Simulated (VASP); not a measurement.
Crystal: CdSe.

```
Cd Se
1.0
     0.00000    3.06778    3.06778
     3.06778    0.00000    3.06778
     3.06778    3.06778    0.00000
Cd Se
1 1
Direct
  0.00000 0.00000 0.00000
  0.25000 0.25000 0.25000
```

Base run:

- Program: VASP 6.6.1
- Functional: r2SCAN
- Potentials or basis: VASP PAW PBE potentials, release 64 (Cd, Se)
- Cutoff: 520 eV
- k mesh: 8 × 8 × 8
- Occupations: gaussian, width 0.01 eV
- Spin: no spin polarisation

Its results: band gap on the k mesh 1.03 eV, direct; pressure 0.2 GPa.

Question: The run is repeated on the same cell with these changes: functional from r2SCAN to PBE; cutoff from 520 eV to 500 eV; k mesh from 8 × 8 × 8 to 4 × 4 × 4. What comes out?

Answer: Band gap on the k mesh 0.54 eV, direct; pressure 1.9 GPa.

Several settings changed at once, so the effect can't be laid on one alone.

Caveats: some runs use coarse meshes; the PAW data sets were made with another functional, which shifts forces and pressure a little (some runs).

